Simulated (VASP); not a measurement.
# SrTiO3 (I4/mcm) in VASP: single point with PBEsol

Aim: the single point of SrTiO3 with PBEsol.

Program: VASP 6.6.1. These are calculated values, not measurements. Logs are shortened: lines on timing, memory, paths and dates and some standing lists are left out, and cuts for length are marked.

## 1. The cell of the first run

Symmetry: I4/mcm, No. 140, tetragonal system. Conventional cell: a = 5.487 Å, b = 5.487 Å, c = 7.810 Å, α = 90.00°, β = 90.00°, γ = 90.00°. Within 3.5 Å of Sr (site symmetry -42m) lie 12 O at 2.62 to 2.89 Å and 8 Ti at 3.37 Å. Within 2.6 Å of Ti (site symmetry 4/m) lie 6 O at 1.95 Å. O (site symmetry m2m) has 2 Ti at 1.95 Å and 4 Sr at 2.62 to 2.89 Å and 8 O at 2.76 Å within 2.9 Å. Within 2.6 Å of O (site symmetry 422) lie 2 Ti at 1.95 Å.

## 2. Single point, PBEsol

INCAR reads:

```
ALGO = Normal
EDIFF = 1E-6
ENCUT = 600
GGA = PS
GGA_COMPAT = F
ISIF = 2
ISMEAR = 0
LASPH = T
LCHARG = F
LREAL = F
LWAVE = F
NBANDS = 51
NELM = 120
PREC = Accurate
SIGMA = 0.02
```

KPOINTS reads:

```
k-points
0
Gamma
  8 8 8
```

POSCAR reads:

```
SrTiO3
1.0
   -2.7436694095      2.7436694095      3.9049835364
    2.7436694095     -2.7436694095      3.9049835364
    2.7436694095      2.7436694095     -3.9049835364
Sr Ti O
2 2 6
Direct
    0.7500000000      0.2500000000      0.5000000000
    0.2500000000      0.7500000000      0.5000000000
    0.0000000000      0.0000000000      0.0000000000
    0.5000000000      0.5000000000      0.0000000000
    0.7747021022      0.2747021022      0.0494042044
    0.2747021022      0.2252978978      0.5000000000
    0.7252978978      0.7747021022      0.5000000000
    0.2252978978      0.7252978978      0.9505957956
    0.7500000000      0.7500000000      0.0000000000
    0.2500000000      0.2500000000      0.0000000000
```

Potentials or basis: VASP PAW PBE potentials, release 64 (Sr_sv, Ti_sv, O).

The run is started by

```sh
$ cat potpaw_PBE.64/Sr_sv/POTCAR potpaw_PBE.64/Ti_sv/POTCAR potpaw_PBE.64/O/POTCAR > POTCAR
$ mpirun -np 1 vasp_std > vasp.out
```

OUTCAR:

```text
EDIFF = 1E-6
   ENCUT = 600
   GGA = PS
   ISIF = 2
   ISMEAR = 0
   LASPH = T
   LREAL = F
   NELM = 120
   PREC = Accurate

 ion  position               nearest neighbor table
   1  0.750  0.250  0.500-   8 2.62   7 2.62   6 2.62   5 2.62   9 2.74  10 2.74   9 2.74  10 2.74
                             5 2.89   8 2.89   6 2.89   7 2.89   3 3.37   3 3.37   4 3.37   4 3.37
   2  0.250  0.750  0.500-   5 2.62   6 2.62   7 2.62   8 2.62   9 2.74  10 2.74  10 2.74   9 2.74
                             8 2.89   5 2.89   7 2.89   6 2.89   4 3.37   3 3.37   4 3.37   3 3.37
   3  0.000  0.000  0.000-   5 1.95   8 1.95   6 1.95   7 1.95  10 1.95   9 1.95   1 3.37   2 3.37
                             1 3.37   1 3.37   2 3.37   2 3.37   1 3.37   2 3.37
   4  0.500  0.500  0.000-   5 1.95   8 1.95   7 1.95   6 1.95  10 1.95   9 1.95   1 3.37   2 3.37
                             2 3.37   1 3.37   2 3.37   1 3.37   2 3.37   1 3.37
   5  0.775  0.275  0.049-   3 1.95   4 1.95   2 2.62   1 2.62   1 2.89   2 2.89
   6  0.275  0.225  0.500-   4 1.95   3 1.95   1 2.62   2 2.62   2 2.89   1 2.89
   7  0.725  0.775  0.500-   3 1.95   4 1.95   1 2.62   2 2.62   2 2.89   1 2.89
   8  0.225  0.725  0.951-   3 1.95   4 1.95   1 2.62   2 2.62   2 2.89   1 2.89
   9  0.750  0.750  0.000-   3 1.95   4 1.95   1 2.74   2 2.74   1 2.74   2 2.74
  10  0.250  0.250  0.000-   3 1.95   4 1.95   1 2.74   2 2.74   2 2.74   1 2.74

  LATTYP: Found a body centered tetragonal cell.
 ALAT       =     5.4873388190
 C/A-ratio  =     1.4232704286

  Lattice vectors:

 A1 = (  -2.7436694095,   2.7436694095,   3.9049835364)
 A2 = (   2.7436694095,  -2.7436694095,   3.9049835364)
 A3 = (   2.7436694095,   2.7436694095,  -3.9049835364)

Analysis of symmetry for initial positions (statically):
=====================================================================
 Subroutine PRICEL returns:
 Original cell was already a primitive cell.

 Routine SETGRP: Setting up the symmetry group for a
 body centered tetragonal supercell.

 Subroutine GETGRP returns: Found 16 space group operations
 (whereof  8 operations were pure point group operations)
 out of a pool of 16 trial point group operations.

The static configuration has the point symmetry C_4h.
 The point group associated with its full space group is D_4h.

Analysis of symmetry for dynamics (positions and initial velocities):
=====================================================================
 Subroutine PRICEL returns:
 Original cell was already a primitive cell.

 Routine SETGRP: Setting up the symmetry group for a
 body centered tetragonal supercell.

 Subroutine GETGRP returns: Found 16 space group operations
 (whereof  8 operations were pure point group operations)
 out of a pool of 16 trial point group operations.

[... 126 lines left out ...]
   TEBEG  =    0.0;   TEEND  =   0.0 temperature during run
   PSTRESS=    0.0 pullay stress
   NELECT =      80.0000    total number of electrons
   NUPDOWN=      -1.0000    fix difference up-down
   EMIN   =  10.00;   EMAX   =-10.00  energy-range for DOS
   EFERMI =   0.00;   METHOD = LEGACY
   ISMEAR =     0;   SIGMA  =   0.02  broadening in eV -4-tet -1-fermi 0-gaus
   EFERMI_NEDOS =   21; number of points for ismear=-14 and -15
   IALGO  =     38    algorithm
   IMIX   =      4    mixing-type and parameters
     AMIX     =   0.40;   BMIX     =  1.00
     AMIX_MAG =   1.60;   BMIX_MAG =  1.00
  volume/ion in A,a.u.               =      11.76        79.35
  Fermi-wavevector in a.u.,A,eV,Ry     =   1.439872  2.720964 28.208028  2.073232
  Thomas-Fermi vector in A             =   2.558679
   LORBIT       =      0    0 simple, 1 ext, 2 COOP (PROOUT), +10 PAW based schemes
   GGA     = PS    functional components
   LHFCALC =     F    Hartree Fock is set to
   AEXX    =    0.0000 exact exchange contribution
   IVDW    =     0    specifies the selected vdW correction
   LEPSILON=     F    determine dielectric tensor
   LRPA    =     F    only Hartree local field effects (RPA)
 non-spin polarized calculation
 Gauss-broadening in eV      SIGMA  =   0.02
  energy-cutoff  :      600.00
  volume of cell :      117.58
 maximum number of plane-waves:      3954
 NGX is ok and might be reduce to    48
   NGX = 21   NGY = 21   NGZ = 21

 number of electron      79.9999999 magnetization

 Free energy of the ion-electron system (eV)
  ---------------------------------------------------
  ext. energy  EPLUGINS =         0.00000000
  ---------------------------------------------------
  free energy    TOTEN  =       -84.05421182 eV

  energy without entropy =      -84.05421182  energy(sigma->0) =      -84.05421182

 E-fermi :   4.2542     XC(G=0): -11.6086

 val. band max:        4.0069276703   @ k =  -0.1250   0.1250   0.0000
 cond. band min:       5.9456934255   @ k =   0.0000   0.0000   0.0000
 fundamental gap:      1.9387657551
 Fermi energy:         4.2541812374

 k-point     1 :       0.0000    0.0000    0.0000
  band No.  band energies     occupation
      1     -52.0898      2.00000
      2     -52.0848      2.00000
      3     -28.5239      2.00000
      4     -28.5233      2.00000
      5     -28.5233      2.00000
      6     -28.4570      2.00000
[... 1285 lines left out ...]
     50      11.2569      0.00000
     51      11.7180      0.00000

 [... further k-points ...]
[... 5 lines left out ...]
  --------------------------------------------------------------------------------------
  -------------------------------------------------------------------------------------
  Total        0.3637050      0.3637050      0.3674844      0.0000000      0.0000000      0.0000000
  in kB        4.9558373      4.9558373      5.0073359      0.0000000      0.0000000      0.0000000
  external PRESSURE =       4.9730035 kB  Pullay stress =       0.0000000 kB

 VOLUME and BASIS-vectors are now :
 -----------------------------------------------------------------------------
  energy-cutoff  :      600.00
  volume of cell :      117.58
      direct lattice vectors                 reciprocal lattice vectors
    -2.743669409  2.743669409  3.904983536     0.000000000  0.182237699  0.128041513
     2.743669409 -2.743669409  3.904983536     0.182237699  0.000000000  0.128041513
     2.743669409  2.743669409 -3.904983536     0.182237699  0.182237699  0.000000000

 POSITION                                       TOTAL-FORCE (eV/Angst)
 -----------------------------------------------------------------------------------
      0.00000      2.74367      1.95249         0.000000      0.000000      0.000000
      2.74367      0.00000      1.95249         0.000000      0.000000      0.000000
      0.00000      0.00000      0.00000         0.000000      0.000000      0.000000
      0.00000      0.00000      3.90498         0.000000      0.000000      0.000000
     -1.23629      1.50738      3.90498        -0.005082     -0.005082      0.000000
      1.23629      1.50738      0.00000         0.005082     -0.005082      0.000000
      1.50738      1.23629      3.90498        -0.005082      0.005082      0.000000
      3.97996      1.23629     -0.00000         0.005082      0.005082     -0.000000
      0.00000      0.00000      5.85748         0.000000      0.000000      0.000000
      0.00000      0.00000      1.95249        -0.000000      0.000000      0.000000
 -----------------------------------------------------------------------------------
    total drift:                                0.000000     -0.000000     -0.000000

  FREE ENERGIE OF THE ION-ELECTRON SYSTEM (eV)
  ---------------------------------------------------
  free  energy   TOTEN  =       -84.0542118244 eV

  energy  without entropy=      -84.0542118244  energy(sigma->0) =      -84.05421182
```

stdout:

```text
POSCAR found type information on POSCAR SrTiO
 POSCAR found :  3 types and      10 ions
 scaLAPACK will be used
 -----------------------------------------------------------------------------
|                                                                             |
|                                                                             |
|     You enforced a specific xc type in the INCAR file but a different       |
|     I HOPE YOU KNOW WHAT YOU ARE DOING!                                     |
|                                                                             |
 -----------------------------------------------------------------------------

 LDA part: xc-table for (Slater+PW92), standard interpolation
 POSCAR, INCAR and KPOINTS ok, starting setup
 FFT: planning ... GRIDC
 FFT: planning ... GRID_SOFT
 FFT: planning ... GRID
 WAVECAR not read
 entering main loop
```

Wall time 19 min (1 thread of Intel Xeon 8259CL, shared host); peak memory 0.57 GiB.

What came out:

| Property | Result |
| --- | --- |
| Free energy | -84.0542 eV |
| Pressure | 0.5 GPa |
| Largest force | 0.007 eV/Å |
| Band gap on the k mesh | 1.94 eV (least direct gap 1.95 eV) |

Forces on the atoms (eV/Å):
```
Sr   0.000  0.000  0.000
Sr   0.000  0.000  0.000
Ti   0.000  0.000  0.000
Ti   0.000  0.000  0.000
O   -0.005 -0.005  0.000
O    0.005 -0.005  0.000
O   -0.005  0.005  0.000
O    0.005  0.005  0.000
O    0.000  0.000  0.000
O    0.000  0.000  0.000
```

Caveat: the PAW data sets were made with another functional, which shifts forces and pressure a little.
